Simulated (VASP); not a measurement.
# MgS (P1) in VASP: single point with PBE

Aim: the single point of MgS with PBE.

Everything below comes from runs of VASP 6.6.1. Logs are shortened: lines on timing, memory, paths and dates and some standing lists are left out, and cuts for length are marked.

## Step 1: The cell of the first run

The typed cell holds 16 atoms: a = 8.080 Å, b = 8.080 Å, c = 6.472 Å, α = 90.00°, β = 90.00°, γ = 120.00°.

## Step 2: Single point, PBE

File INCAR:

```
PREC = Accurate ; ENCUT = 520
EDIFF = 1E-6 ; ISMEAR = -1
SIGMA = 0.026 ; LREAL = Auto
LASPH = True ; NELM = 80
ALGO = Normal ; ISIF = 2
LWAVE = False ; LCHARG = False
GGA = PE ; NBANDS = 46
```

File KPOINTS:

```
Automatic mesh
0
Gamma
  3 3 2
```

File POSCAR:

```
MgS
1.0
    8.0795430000      0.0000000000      0.0000000000
   -4.0397720000      6.9970890000      0.0000000000
    0.0000000000      0.0000000000      6.4722500000
Mg S
8 8
Direct
    0.1670124542      0.3341899753      0.0107566920
    0.3240497412      0.1627445356      0.4963824018
    0.1680934801      0.8398834144     -0.0159811503
    0.3475899209      0.6690961055      0.5071911623
    0.6713082208      0.3387903169     -0.0061029781
    0.8266560783      0.1705314882      0.4958590907
    0.6484722224      0.8269336005     -0.0037656147
    0.8296927206      0.6511615044      0.4920757078
    0.1617290666      0.3334918278      0.3970333346
    0.3415698833      0.1897752051      0.8746471474
    0.1727635505      0.8147332412      0.3831103557
    0.3187979741      0.6618269397      0.8796375295
    0.6634188792      0.3298610322      0.3757799838
    0.8362195052      0.1862007186      0.8782916296
    0.6711287553      0.8275025514      0.3708123141
    0.8226193905      0.6625185131      0.8692952219
```

Potentials or basis: VASP PAW PBE potentials, release 64 (Mg, S).

On the command line:

```sh
> cat potpaw_PBE.64/Mg/POTCAR potpaw_PBE.64/S/POTCAR > POTCAR
> mpirun -np 1 vasp_std > vasp.out
```

OUTCAR:

```text
PREC = Accurate
   ENCUT = 520
   EDIFF = 1E-6
   ISMEAR = -1
   LREAL = Auto
   LASPH = True
   NELM = 80
   ISIF = 2
   GGA = PE

 ion  position               nearest neighbor table
   1  0.167  0.334  0.011-  10 2.40  12 2.45  14 2.47   9 2.50
   2  0.324  0.163  0.496-   9 2.42  10 2.46  13 2.50  11 2.55
   3  0.168  0.840  0.984-  12 2.40  16 2.53  10 2.55  11 2.59
   4  0.348  0.669  0.507-  11 2.38  12 2.42  15 2.43   9 2.46
   5  0.671  0.339  0.994-  14 2.34  16 2.41  10 2.44  13 2.47
   6  0.827  0.171  0.496-  13 2.39   9 2.43  14 2.48  15 2.54
[... 8 lines left out ...]
  15  0.671  0.828  0.371-   4 2.43   7 2.43   8 2.47   6 2.54
  16  0.823  0.663  0.869-   5 2.41   8 2.44   7 2.51   3 2.53

  LATTYP: Found a hexagonal cell.
 ALAT       =     8.0795430000
 C/A-ratio  =     0.8010663474

  Lattice vectors:

 A1 = (   8.0795430000,   0.0000000000,   0.0000000000)
 A2 = (  -4.0397720000,   6.9970890000,   0.0000000000)
 A3 = (   0.0000000000,   0.0000000000,   6.4722500000)

Analysis of symmetry for initial positions (statically):
=====================================================================
 Subroutine PRICEL returns:
 Original cell was already a primitive cell.

 Routine SETGRP: Setting up the symmetry group for a
 hexagonal supercell.

 Subroutine GETGRP returns: Found  1 space group operations
 (whereof  1 operations were pure point group operations)
 out of a pool of 24 trial point group operations.

The static configuration has the point symmetry C_1 .

Analysis of symmetry for dynamics (positions and initial velocities):
=====================================================================
 Subroutine PRICEL returns:
 Original cell was already a primitive cell.

 Routine SETGRP: Setting up the symmetry group for a
 hexagonal supercell.

 Subroutine GETGRP returns: Found  1 space group operations
 (whereof  1 operations were pure point group operations)
 out of a pool of 24 trial point group operations.

The dynamic configuration has the point symmetry C_1 .

 Subroutine INISYM returns: Found  1 space group operations
 (whereof  1 operations are pure point group operations),
 and found     1 'primitive' translations

----------------------------------------------------------------------------------------

                                     Primitive cell

  volume of cell :     365.8975

  direct lattice vectors                    reciprocal lattice vectors
     8.079543000  0.000000000  0.000000000     0.123769377  0.071458297  0.000000000
    -4.039772000  6.997089000  0.000000000     0.000000000  0.142916576  0.000000000
     0.000000000  0.000000000  6.472250000     0.000000000  0.000000000  0.154505775

  length of vectors
     8.079543000  8.079542827  6.472250000     0.142916573  0.142916576  0.154505775

  position of ions in fractional coordinates (direct lattice)
     0.167012454  0.334189975  0.010756692
     0.324049741  0.162744536  0.496382402
     0.168093480  0.839883414  0.984018850
     0.347589921  0.669096106  0.507191162
     0.671308221  0.338790317  0.993897022
     0.826656078  0.170531488  0.495859091
[... 8 lines left out ...]
     0.671128755  0.827502551  0.370812314
     0.822619391  0.662518513  0.869295222

  ion indices of the primitive-cell ions
   primitive index   ion index
                 1           1
                 2           2
                 3           3
                 4           4
                 5           5
                 6           6
[... 8 lines left out ...]
                15          15
                16          16

----------------------------------------------------------------------------------------

 KPOINTS: Automatic mesh

Automatic generation of k-mesh.
 Grid dimensions read from file:
 generate k-points for:    3    3    2

 Generating k-lattice:

  Cartesian coordinates                     Fractional coordinates (reciprocal lattice)
     0.041256459  0.023819432  0.000000000     0.333333333 -0.000000000  0.000000000
     0.000000000  0.047638859  0.000000000     0.000000000  0.333333333  0.000000000
     0.000000000  0.000000000  0.077252887     0.000000000  0.000000000  0.500000000

  Length of vectors
     0.047638858  0.047638859  0.077252887

  Shift w.r.t. Gamma in fractional coordinates (k-lattice)
     0.000000000  0.000000000  0.000000000

 Subroutine IBZKPT returns following result:
 ===========================================

 Found     10 irreducible k-points:

 Following reciprocal coordinates:
            Coordinates               Weight
  0.000000  0.000000  0.000000      1.000000
  0.333333 -0.000000  0.000000      2.000000
  0.000000  0.333333  0.000000      2.000000
 -0.333333  0.333333  0.000000      2.000000
  0.333333  0.333333  0.000000      2.000000
  0.000000  0.000000  0.500000      1.000000
  0.333333 -0.000000  0.500000      2.000000
  0.000000  0.333333  0.500000      2.000000
 -0.333333  0.333333  0.500000      2.000000
  0.333333  0.333333  0.500000      2.000000
   k-points           NKPTS =     10   k-points in BZ     NKDIM =     10   number of bands    NBANDS=     46
   number of dos      NEDOS =    301   number of ions     NIONS =     16
   total plane-waves  NPLWV = 172800
   dimension x,y,z NGX =    60 NGY =   60 NGZ =   48
   dimension x,y,z NGXF=   120 NGYF=  120 NGZF=   96
   ions per type =               8   8
   NGX,Y,Z   is equivalent  to a cutoff of  12.35, 12.35, 12.33 a.u.
   NGXF,Y,Z  is equivalent  to a cutoff of  24.69, 24.69, 24.66 a.u.
 SYSTEM =  unknown system
   PREC   = accura    normal or accurate (medium, high low for compatibility)
   ISTART =      0    job   : 0-new  1-cont  2-samecut
   ICHARG =      2    charge: 1-file 2-atom 10-const
   ISPIN  =      1    spin polarized calculation?
   LNONCOLLINEAR =      F non collinear calculations
   LSORBIT =      F    spin-orbit coupling
   LASPH  =      T    aspherical Exc in radial PAW
   ENCUT  =  520.0 eV  38.22 Ry    6.18 a.u.  15.02 15.02 12.03*2*pi/ulx,y,z
   NELM   =     80;   NELMIN=  2; NELMDL= -5     # of ELM steps
   EDIFF  = 0.1E-05   stopping-criterion for ELM
   LREAL  =      T    real-space projection
   EDIFFG = 0.1E-04   stopping-criterion for IOM
   NSW    =      0    number of steps for IOM
   IBRION =     -1    ionic relax: 0-MD 1-quasi-New 2-CG
   NFREE  =      0    steps in history (QN), initial steepest desc. (CG)
   ISIF   =      2    stress and relaxation
   ISYM   =      2    0-nonsym 1-usesym 2-fastsym
   POTIM  = 0.5000    time-step for ionic-motion
   TEBEG  =    0.0;   TEEND  =   0.0 temperature during run
   PSTRESS=    0.0 pullay stress
   NELECT =      64.0000    total number of electrons
   NUPDOWN=      -1.0000    fix difference up-down
   EMIN   =  10.00;   EMAX   =-10.00  energy-range for DOS
   EFERMI =   0.00;   METHOD = LEGACY
   ISMEAR =    -1;   SIGMA  =   0.03  broadening in eV -4-tet -1-fermi 0-gaus
   EFERMI_NEDOS =   21; number of points for ismear=-14 and -15
   IALGO  =     38    algorithm
   IMIX   =      4    mixing-type and parameters
     AMIX     =   0.40;   BMIX     =  1.00
     AMIX_MAG =   1.60;   BMIX_MAG =  1.00
  volume/ion in A,a.u.               =      22.87       154.32
  Fermi-wavevector in a.u.,A,eV,Ry     =   0.915549  1.730137 11.404815  0.838230
  Thomas-Fermi vector in A             =   2.040303
   LORBIT       =      0    0 simple, 1 ext, 2 COOP (PROOUT), +10 PAW based schemes
   GGA     = PE    functional components
   LHFCALC =     F    Hartree Fock is set to
   AEXX    =    0.0000 exact exchange contribution
   IVDW    =     0    specifies the selected vdW correction
   LEPSILON=     F    determine dielectric tensor
   LRPA    =     F    only Hartree local field effects (RPA)
 non-spin polarized calculation
  energy-cutoff  :      520.00
  volume of cell :      365.90
 maximum number of plane-waves:      9878
   NGX = 31   NGY = 31   NGZ = 25

 number of electron      64.0000000 magnetization

 Free energy of the ion-electron system (eV)
  ---------------------------------------------------
  ext. energy  EPLUGINS =         0.00000000
  ---------------------------------------------------
  free energy    TOTEN  =       -67.49954075 eV

  energy without entropy =      -67.49954075  energy(sigma->0) =      -67.49954075

 E-fermi :   1.7144     XC(G=0):  -8.3518

 val. band max:        1.1478384445   @ k =   0.0000   0.0000   0.0000
 cond. band min:       4.4831794209   @ k =   0.0000   0.0000   0.0000
 fundamental gap:      3.3353409764
 Fermi energy:         1.7143756603

 k-point     1 :       0.0000    0.0000    0.0000
  band No.  band energies     occupation
      1     -10.2540      2.00000
      2      -9.7095      2.00000
      3      -9.6060      2.00000
      4      -9.5280      2.00000
      5      -9.4339      2.00000
      6      -9.4279      2.00000
[... 36 lines left out ...]
     43       7.1401      0.00000
     44       8.5169      0.00000

 k-point     2 :       0.3333   -0.0000    0.0000
  band No.  band energies     occupation
      1     -10.1293      2.00000
      2      -9.8333      2.00000
      3      -9.6581      2.00000
      4      -9.5169      2.00000
      5      -9.4468      2.00000
      6      -9.4073      2.00000
[... 36 lines left out ...]
     43       7.5573      0.00000
     44       8.0825      0.00000

 k-point     3 :       0.0000    0.3333    0.0000
  band No.  band energies     occupation
      1     -10.1349      2.00000
      2      -9.8226      2.00000
      3      -9.6494      2.00000
      4      -9.5471      2.00000
      5      -9.4505      2.00000
      6      -9.3844      2.00000
[... 318 lines left out ...]
     43       7.7768      0.00000
     44       7.8305      0.00000

 k-point    10 :       0.3333    0.3333    0.5000
  band No.  band energies     occupation
      1      -9.7928      2.00000
      2      -9.7208      2.00000
      3      -9.6724      2.00000
      4      -9.6464      2.00000
      5      -9.5652      2.00000
      6      -9.5298      2.00000
[... 36 lines left out ...]
     43       7.7613      0.00000
     44       7.8055      0.00000
 [bands above 44 left out]

------------------------ aborting loop because EDIFF is reached ----------------------------------------

  FORCE on cell =-STRESS in cart. coord.  units (eV):
  Direction    XX          YY          ZZ          XY          YZ          ZX
  --------------------------------------------------------------------------------------
  -------------------------------------------------------------------------------------
  Total        3.3646511      0.0563436      0.9560220     -1.7191088      0.2325687     -0.0453697
  in kB       14.7329982      0.2467149      4.1861904     -7.5275644      1.0183623     -0.1986632
  external PRESSURE =       6.3886345 kB  Pullay stress =       0.0000000 kB

 VOLUME and BASIS-vectors are now :
 -----------------------------------------------------------------------------
  energy-cutoff  :      520.00
  volume of cell :      365.90
      direct lattice vectors                 reciprocal lattice vectors
     8.079543000  0.000000000  0.000000000     0.123769377  0.071458297  0.000000000
    -4.039772000  6.997089000  0.000000000     0.000000000  0.142916576  0.000000000
     0.000000000  0.000000000  6.472250000     0.000000000  0.000000000  0.154505775

 POSITION                                       TOTAL-FORCE (eV/Angst)
 -----------------------------------------------------------------------------------
     -0.00067      2.33836      0.06962        -0.337839      0.023615      0.143994
      1.96072      1.13874      3.21271         0.244833     -0.294454     -0.103959
     -2.03482      5.87674      6.36882        -0.398390      0.163177      0.340375
      0.10537      4.68172      3.28267         0.039820     -0.245467     -0.143430
      4.05523      2.37055      6.43275        -0.338469      0.110102      0.261986
      5.99009      1.19322      3.20932         0.280288     -0.370815      0.157394
[... 8 lines left out ...]
      2.07949      5.79011      2.39999         0.036473      0.317703      0.260968
      3.96996      4.63570      5.62630         0.078778      0.665528      0.228145
 -----------------------------------------------------------------------------------
    total drift:                                0.005413     -0.000418     -0.005920

  FREE ENERGIE OF THE ION-ELECTRON SYSTEM (eV)
  ---------------------------------------------------
  free  energy   TOTEN  =       -67.4995407481 eV

  energy  without entropy=      -67.4995407481  energy(sigma->0) =      -67.49954075
```

Wall time 2.9 min (1 thread of AMD EPYC 9R14 (Zen 4), shared host); peak memory 0.41 GiB.

What came out:

| Item | Value |
| --- | --- |
| Free energy | -67.4995 eV |
| Pressure | 0.6 GPa |
| Largest force | 1.127 eV/Å |
| Band gap on the k mesh | 3.34 eV, direct |

Forces in eV/Å, atoms in the order of the input:
```
Mg  -0.338  0.024  0.144
Mg   0.245 -0.294 -0.104
Mg  -0.398  0.163  0.340
Mg   0.040 -0.245 -0.143
Mg  -0.338  0.110  0.262
Mg   0.280 -0.371  0.157
Mg   0.350  0.425 -0.232
Mg   0.156  0.552  0.034
S    0.142 -0.048 -0.534
S    0.076 -0.819  0.156
S   -0.705  0.728 -0.405
S    0.310  0.161  0.098
S   -0.419 -0.352 -0.227
S    0.485 -1.017 -0.037
S    0.036  0.318  0.261
S    0.079  0.666  0.228
```

Levels at points of the mesh, in eV from the valence-band top:
```csv
k point,band 28,band 29,band 30,band 31,band 32,band 33,band 34,band 35,band 36,band 37
"(0.00, 0.00, 0.00)",-0.45,-0.34,-0.14,-0.12,0.00,3.34,4.62,4.66,4.72,4.77
"(0.00, 0.00, 0.50)",-0.65,-0.39,-0.36,-0.30,-0.27,4.46,4.49,4.55,4.62,4.68
```

Caveat: the k points lie up to 0.49 Å⁻¹ apart; forces of over 1 eV/Å act on the atoms, so gaps and moduli don't describe the material at rest.
